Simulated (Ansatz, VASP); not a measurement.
## Au: VASP beside Ansatz

The input INCAR:

```
ALGO     = Normal         # electronic algorithm
EDIFF    = 1E-6           # SCF threshold, eV
ENCUT    = 520            # plane-wave cutoff, eV
GGA      = PE             # functional
ISIF     = 2              # what is computed and relaxed
ISMEAR   = 0              # smearing method
LASPH    = T              # aspherical terms in the spheres
LCHARG   = T              # write CHGCAR
LELF     = T              # ELF
LREAL    = F              # projectors in reciprocal space
LVHAR    = T            
LWAVE    = F              # write WAVECAR
NBANDS   = 48             # bands
NELM     = 80             # most SCF steps
PREC     = Accurate       # precision mode
SIGMA    = 0.1            # smearing width, eV
```

The input KPOINTS:

```
k-points
0
Gamma
  12 8 1
```

The input POSCAR:

```
Au
1.0
    2.9402155410      0.0000000000      0.0000000000
    0.0000000000      4.1580926944      0.0000000000
    0.0000000000      0.0000000000     23.8206466230
Au
7
Direct
    0.5000000000      0.5000000000      0.3148529139
    0.0000000000      0.0000000000      0.3765686093
    0.5000000000      0.5000000000      0.4382843046
    0.0000000000      0.0000000000      0.5000000000
    0.5000000000      0.5000000000      0.5617156954
    0.0000000000      0.0000000000      0.6234313907
    0.5000000000      0.5000000000      0.6851470861
```

Input for Ansatz:

```yaml
crystal:
  lattice:
    - [2.940215541, 0.0, 0.0]
    - [0.0, 4.1580926944, 0.0]
    - [0.0, 0.0, 23.820646623]
  atoms:
    - { symbol: Au, position: [0.5, 0.5, 0.3148529139] }
    - { symbol: Au, position: [0.0, 0.0, 0.3765686093] }
    - { symbol: Au, position: [0.5, 0.5, 0.4382843046] }
    - { symbol: Au, position: [0.0, 0.0, 0.5] }
    - { symbol: Au, position: [0.5, 0.5, 0.5617156954] }
    - { symbol: Au, position: [0.0, 0.0, 0.6234313907] }
    - { symbol: Au, position: [0.5, 0.5, 0.6851470861] }
basis:
  ecutwfc: 420
kpoints:
  mp_grid: { grid: [12, 8, 1] }
hamiltonian:
  xc: pbe
scf:
  occupations: { method: gaussian, width: 0.1 }
output:
  forces: true
  stress: true
  eigenvalues: true
```

Alike in both runs: task single point; functional PBE; k mesh 12 × 8 × 1; occupations gaussian, width 0.1 eV; no spin polarisation.

|  | VASP | Ansatz |
| --- | --- | --- |
| version | VASP 6.6.1 | Ansatz 0.2.0 |
| potentials or method | VASP PAW PBE potentials, release 64 (Au), cutoff 520 eV | scalar-relativistic, plane waves, PAW |
| valence electrons in the cell | 77 | 133 |

|  | VASP | Ansatz | Ansatz less VASP |
| --- | --- | --- | --- |
| gap on the k mesh at the Fermi level (eV) | none | none | - |
| rms of the force components (eV/Å) | 0.188 | 0.187 | -0.0002 |

Atom by atom the forces differ by 0.003 eV/Å (rms over components). A gap of «none» marks a metal or a gap that the smearing closes. VASP's potentials hold 77 valence electrons a cell and Ansatz's 133, so a difference there can come from the potentials and not from the codes.

Spin-orbit coupling is off throughout.
